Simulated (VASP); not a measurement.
A run of VASP 6.6.1 is set up as follows.

File INCAR:

```
PREC = Accurate
ENCUT = 520
EDIFF = 1E-6
ISMEAR = 0
SIGMA = 0.02
LREAL = F
LASPH = T
NELM = 60
ALGO = Normal
ISIF = 2
LWAVE = F
LCHARG = T
LDIPOL = T
IDIPOL = 3
DIPOL = 0.5 0.5 0.500
GGA = PE
IVDW = 12
LELF = T
LVHAR = T
LVACPOTAV = T
NBANDS = 32
```

File KPOINTS:

```
regular mesh
0
Gamma
  6 6 1
```

File POSCAR:

```
Bi2Te3
1.0
    4.3850380775      0.0000000000      0.0000000000
   -2.1925190388      3.7975543717      0.0000000000
    0.0000000000      0.0000000000     41.0301608556
Te Bi
3 2
Direct
    0.0000000000      0.0000000000      0.4084200467
    0.6666666667      0.3333333333      0.5000000000
    0.3333333333      0.6666666667      0.5915799533
    0.3333333333      0.6666666667      0.4506539329
    0.0000000000      0.0000000000      0.5493460671
```

Potentials or basis: VASP PAW PBE potentials, release 64 (Te, Bi_d).

Run with:

```sh
$ cat potpaw_PBE.64/Te/POTCAR potpaw_PBE.64/Bi_d/POTCAR > POTCAR
$ mpirun -np 1 vasp_std > vasp.out
```

Q: Predict the ionisation potential of the upper face.

A: 5.46 eV.

Q: What does it give for the band gap on the k mesh?

A: 1.02 eV (least direct gap 1.30 eV).

Q: Estimate the dispersion energy per atom.

A: -0.353 eV.

Forces in eV/Å, atoms in the order of the input:
```
Te   0.000  0.000  0.023
Te   0.000  0.000  0.000
Te   0.000  0.000 -0.023
Bi   0.000  0.000 -0.036
Bi   0.000  0.000  0.036
```

Caveat: the cell differs from its parent crystal (a layer taken out of the bulk); spin-orbit coupling is left out, which moves the levels of the heavy elements.
